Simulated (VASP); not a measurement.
TaAs:

```
Ta As
1.0
    -1.72181    1.72181    5.86794
     1.72181   -1.72181    5.86794
     1.72181    1.72181   -5.86794
Ta As
2 2
Direct
  0.49997 0.49997 0.00000
  0.24997 0.74997 0.50000
  0.08263 0.08263 0.00000
  0.83263 0.33263 0.50000
```

| Item | Value |
| --- | --- |
| Program | VASP 6.6.1 |
| Task | relaxation of cell and atoms |
| Functional | PBEsol |
| Potentials or basis | VASP PAW PBE potentials, release 64 (Ta_pv, As) |
| Cutoff | 600 eV |
| k mesh | 11 × 11 × 11 |
| Occupations | fermi-dirac, width 0.05 eV |
| Spin | no spin polarisation |

At the start: pressure -3.2 GPa; volume 17.40 Å³/atom.

Question: Where does the relaxation end?

Answer: Over 8 steps the energy falls by 3.5 meV/atom and the volume is 17.09 Å³/atom (-1.8 %); space group I4_1md (No. 109, to 0.1 Å) before and after.

Step by step:
```tsv
step	energy change (eV)	largest force (eV/Å)	pressure (GPa)	volume (Å³)
1	0.0000	0.0243	-3.22	69.59
2	0.0335	0.0554	6.92	66.13
3	-0.0127	0.0337	0.03	68.37
4	-0.0127	0.0339	0.08	68.35
5	-0.0137	0.0336	0.06	68.33
6	-0.0139	0.0332	0.05	68.31
7	-0.0140	0.0106	-0.09	68.36
8	-0.0140	0.0023	-0.07	68.35
```

Final structure:
```yaml
crystal:
  lattice:
    - [-1.71661, 1.71661, 5.79850]
    - [1.71661, -1.71661, 5.79850]
    - [1.71661, 1.71661, -5.79850]
  atoms:
    - { symbol: Ta, position: [0.50031, 0.50031, 0.00000] }
    - { symbol: Ta, position: [0.25031, 0.75031, 0.50000] }
    - { symbol: As, position: [0.08229, 0.08229, 0.00000] }
    - { symbol: As, position: [0.83229, 0.33229, 0.50000] }
```

Caveat: the PAW data sets were made with another functional, which shifts forces and pressure a little.
